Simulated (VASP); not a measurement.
# BP (F-43m) in VASP: notebook

Runs on BP. Level: PBE. Tasks: single point.

Program: VASP 6.6.1. These are calculated values, not measurements. Logs are shortened: lines on timing, memory, paths and dates and some standing lists are left out, and cuts for length are marked.

## 1. The cell of the first run

It takes space group F-43m (No. 216, cubic). The conventional cell has a = 4.598 Å, b = 4.598 Å, c = 4.598 Å, α = 90.00°, β = 90.00°, γ = 90.00°. B (site symmetry -43m) has 4 P at 1.99 Å within 2.6 Å. P (site symmetry -43m) has 4 B at 1.99 Å within 2.6 Å.

## 2. Single point, PBE

The input, INCAR:

```
PREC = Accurate
ENCUT = 500
EDIFF = 1E-6
ISMEAR = 0
SIGMA = 0.01
LREAL = F
LASPH = T
NELM = 120
ALGO = Normal
ISIF = 2
LWAVE = F
LCHARG = T
GGA = PE
LELF = T
LVHAR = T
NBANDS = 11
GGA_COMPAT = F
```

The input, KPOINTS:

```
Automatic mesh
0
Gamma
  6 6 6
```

The input, POSCAR:

```
BP
1.0
    0.0000000000      2.2988586873      2.2988586873
    2.2988586873      0.0000000000      2.2988586873
    2.2988586873      2.2988586873      0.0000000000
B P
1 1
Direct
    0.0000000000      0.0000000000      0.0000000000
    0.2500000000      0.2500000000      0.2500000000
```

Potentials or basis: VASP PAW PBE potentials, release 64 (B, P).

Run with:

```console
> cat potpaw_PBE.64/B/POTCAR potpaw_PBE.64/P/POTCAR > POTCAR
> mpirun -np 1 vasp_std > vasp.out
```

OUTCAR:

```text
PREC = Accurate
   ENCUT = 500
   EDIFF = 1E-6
   ISMEAR = 0
   LREAL = F
   LASPH = T
   NELM = 120
   ISIF = 2
   GGA = PE

 ion  position               nearest neighbor table
   1  0.000  0.000  0.000-   2 1.99   2 1.99   2 1.99   2 1.99
   2  0.250  0.250  0.250-   1 1.99   1 1.99   1 1.99   1 1.99

  LATTYP: Found a face centered cubic cell.
 ALAT       =     4.5977173746

  Lattice vectors:

 A1 = (   0.0000000000,   2.2988586873,   2.2988586873)
 A2 = (   2.2988586873,   0.0000000000,   2.2988586873)
 A3 = (   2.2988586873,   2.2988586873,   0.0000000000)

Analysis of symmetry for initial positions (statically):
=====================================================================
 Subroutine PRICEL returns:
 Original cell was already a primitive cell.

 Routine SETGRP: Setting up the symmetry group for a
 face centered cubic supercell.

 Subroutine GETGRP returns: Found 24 space group operations
 (whereof 24 operations were pure point group operations)
 out of a pool of 48 trial point group operations.

The static configuration has the point symmetry T_d .

Analysis of symmetry for dynamics (positions and initial velocities):
=====================================================================
 Subroutine PRICEL returns:
 Original cell was already a primitive cell.

 Routine SETGRP: Setting up the symmetry group for a
 face centered cubic supercell.

 Subroutine GETGRP returns: Found 24 space group operations
 (whereof 24 operations were pure point group operations)
 out of a pool of 48 trial point group operations.

The dynamic configuration has the point symmetry T_d .

 Subroutine INISYM returns: Found 24 space group operations
 (whereof 24 operations are pure point group operations),
 and found     1 'primitive' translations

----------------------------------------------------------------------------------------

                                     Primitive cell

  volume of cell :      24.2978

  direct lattice vectors                    reciprocal lattice vectors
     0.000000000  2.298858687  2.298858687    -0.217499232  0.217499232  0.217499232
     2.298858687  0.000000000  2.298858687     0.217499232 -0.217499232  0.217499232
     2.298858687  2.298858687  0.000000000     0.217499232  0.217499232 -0.217499232

  length of vectors
     3.251077134  3.251077134  3.251077134     0.376719721  0.376719721  0.376719721

  position of ions in fractional coordinates (direct lattice)
     0.000000000  0.000000000  0.000000000
     0.250000000  0.250000000  0.250000000

[... 75 lines left out ...]
   POTIM  = 0.5000    time-step for ionic-motion
   TEBEG  =    0.0;   TEEND  =   0.0 temperature during run
   PSTRESS=    0.0 pullay stress
   NELECT =       8.0000    total number of electrons
   NUPDOWN=      -1.0000    fix difference up-down
   EMIN   =  10.00;   EMAX   =-10.00  energy-range for DOS
   EFERMI =   0.00;   METHOD = LEGACY
   ISMEAR =     0;   SIGMA  =   0.01  broadening in eV -4-tet -1-fermi 0-gaus
   EFERMI_NEDOS =   21; number of points for ismear=-14 and -15
   IALGO  =     38    algorithm
   IMIX   =      4    mixing-type and parameters
     AMIX     =   0.40;   BMIX     =  1.00
     AMIX_MAG =   1.60;   BMIX_MAG =  1.00
  volume/ion in A,a.u.               =      12.15        81.98
  Fermi-wavevector in a.u.,A,eV,Ry     =   1.130444  2.136230 17.386948  1.277905
  Thomas-Fermi vector in A             =   2.267141
   LORBIT       =      0    0 simple, 1 ext, 2 COOP (PROOUT), +10 PAW based schemes
   GGA     = PE    functional components
   LHFCALC =     F    Hartree Fock is set to
   AEXX    =    0.0000 exact exchange contribution
   IVDW    =     0    specifies the selected vdW correction
   LEPSILON=     F    determine dielectric tensor
   LRPA    =     F    only Hartree local field effects (RPA)
 non-spin polarized calculation
 Gauss-broadening in eV      SIGMA  =   0.01
  energy-cutoff  :      500.00
  volume of cell :       24.30
 maximum number of plane-waves:       636
   NGX = 11   NGY = 11   NGZ = 11

 number of electron       7.9999999 magnetization

 Free energy of the ion-electron system (eV)
  ---------------------------------------------------
  ext. energy  EPLUGINS =         0.00000000
  ---------------------------------------------------
  free energy    TOTEN  =       -12.90125293 eV

  energy without entropy =      -12.90125293  energy(sigma->0) =      -12.90125293

 E-fermi :   7.0274     XC(G=0): -10.7361

 val. band max:        6.9808485182   @ k =   0.0000   0.0000   0.0000
 cond. band min:       8.3858706985   @ k =   0.5000   0.5000   0.0000
 fundamental gap:      1.4050221802
 Fermi energy:         7.0273602108

 k-point     1 :       0.0000    0.0000    0.0000
  band No.  band energies     occupation
      1      -8.1356      2.00000
      2       6.9808      2.00000
      3       6.9808      2.00000
      4       6.9808      2.00000
      5      10.3244      0.00000
      6      10.3244      0.00000
      7      10.3244      0.00000
      8      13.7659      0.00000
      9      18.2346      0.00000
     10      18.9964      0.00000
     11      18.9964      0.00000
[... 197 lines left out ...]
 k-point    16 :      -0.3333    0.5000    0.1667
  band No.  band energies     occupation
      1      -3.3082      2.00000
      2      -1.0673      2.00000
      3       1.8797      2.00000
      4       2.0081      2.00000
      5      10.8174      0.00000
      6      11.3640      0.00000
      7      15.8677      0.00000
      8      16.4816      0.00000
      9      19.6346      0.00000
     10      22.8445      0.00000
     11      22.9378      0.00000

------------------------ aborting loop because EDIFF is reached ----------------------------------------

  FORCE on cell =-STRESS in cart. coord.  units (eV):
  Direction    XX          YY          ZZ          XY          YZ          ZX
  --------------------------------------------------------------------------------------
  -------------------------------------------------------------------------------------
  Total       -0.7586544     -0.7586544     -0.7586544      0.0000000      0.0000000     -0.0000000
  in kB      -50.0250719    -50.0250719    -50.0250719      0.0000000      0.0000000     -0.0000000
  external PRESSURE =     -50.0250719 kB  Pullay stress =       0.0000000 kB

 VOLUME and BASIS-vectors are now :
 -----------------------------------------------------------------------------
  energy-cutoff  :      500.00
  volume of cell :       24.30
      direct lattice vectors                 reciprocal lattice vectors
     0.000000000  2.298858687  2.298858687    -0.217499232  0.217499232  0.217499232
     2.298858687  0.000000000  2.298858687     0.217499232 -0.217499232  0.217499232
     2.298858687  2.298858687  0.000000000     0.217499232  0.217499232 -0.217499232

 POSITION                                       TOTAL-FORCE (eV/Angst)
 -----------------------------------------------------------------------------------
      0.00000      0.00000      0.00000        -0.000000      0.000000      0.000000
      1.14943      1.14943      1.14943         0.000000     -0.000000     -0.000000
 -----------------------------------------------------------------------------------
    total drift:                                0.000000      0.000000      0.000000

  FREE ENERGIE OF THE ION-ELECTRON SYSTEM (eV)
  ---------------------------------------------------
  free  energy   TOTEN  =       -12.9012529344 eV

  energy  without entropy=      -12.9012529344  energy(sigma->0) =      -12.90125293
```

OSZICAR:

```text
N       E                     dE             d eps       ncg     rms          rms(c)
DAV:   1     0.855844454441E+01    0.85584E+01   -0.38533E+03   352   0.636E+02
DAV:   2    -0.129474869021E+02   -0.21506E+02   -0.20715E+02   490   0.105E+02
DAV:   3    -0.135303927756E+02   -0.58291E+00   -0.58122E+00   432   0.152E+01
DAV:   4    -0.135328923387E+02   -0.24996E-02   -0.24994E-02   385   0.117E+00
DAV:   5    -0.135329063956E+02   -0.14057E-04   -0.14057E-04   462   0.894E-02    0.681E+00
DAV:   6    -0.129884136179E+02    0.54449E+00   -0.12887E+00   400   0.479E+00    0.367E+00
DAV:   7    -0.129081474295E+02    0.80266E-01   -0.19685E-01   430   0.222E+00    0.129E+00
DAV:   8    -0.129006954042E+02    0.74520E-02   -0.25507E-02   408   0.900E-01    0.179E-01
DAV:   9    -0.129010345296E+02   -0.33913E-03   -0.72821E-04   400   0.177E-01    0.111E-01
DAV:  10    -0.129012406568E+02   -0.20613E-03   -0.25302E-04   395   0.997E-02    0.267E-02
DAV:  11    -0.129012519607E+02   -0.11304E-04   -0.12314E-05   429   0.228E-02    0.306E-02
DAV:  12    -0.129012530717E+02   -0.11111E-05   -0.47547E-06   382   0.107E-02    0.133E-02
DAV:  13    -0.129012529344E+02    0.13731E-06   -0.12348E-07   200   0.232E-03
   1 F= -.12901253E+02 E0= -.12901253E+02  d E =-.315328E-13
```

stdout:

```text
POSCAR found type information on POSCAR B P
 POSCAR found :  2 types and       2 ions
 scaLAPACK will be used
 LDA part: xc-table for (Slater+PW92), standard interpolation
 POSCAR, INCAR and KPOINTS ok, starting setup
 FFT: planning ... GRIDC
 FFT: planning ... GRID_SOFT
 FFT: planning ... GRID
 WAVECAR not read
 entering main loop
```

It used 3.9 s of CPU time on 1 thread of AMD EPYC 7R13 Processor (Zen 3) (shared host).

What came out:

```yaml
Free_energy: -12.9013 eV
Pressure: -5.0 GPa
Band_gap_on_the_k_mesh: 1.41 eV, indirect (least direct gap 3.34 eV)
```

Levels at points of the mesh, in eV from the valence-band top:
```csv
k point,band 1,band 2,band 3,band 4,band 5,band 6,band 7,band 8
"(0.00, 0.00, 0.00)",-15.12,0.00,0.00,0.00,3.34,3.34,3.34,6.79
"(0.50, 0.00, 0.00)",-11.94,-8.76,-1.71,-1.71,3.55,4.69,4.69,9.99
"(0.50, 0.50, 0.00)",-10.47,-8.38,-3.97,-3.97,1.41,1.69,11.76,11.76
```

A k mesh can miss the band edges. A hybrid or GW would open this gap; PBE tends to underestimate it.

(Part 1 of 2 ends here.)
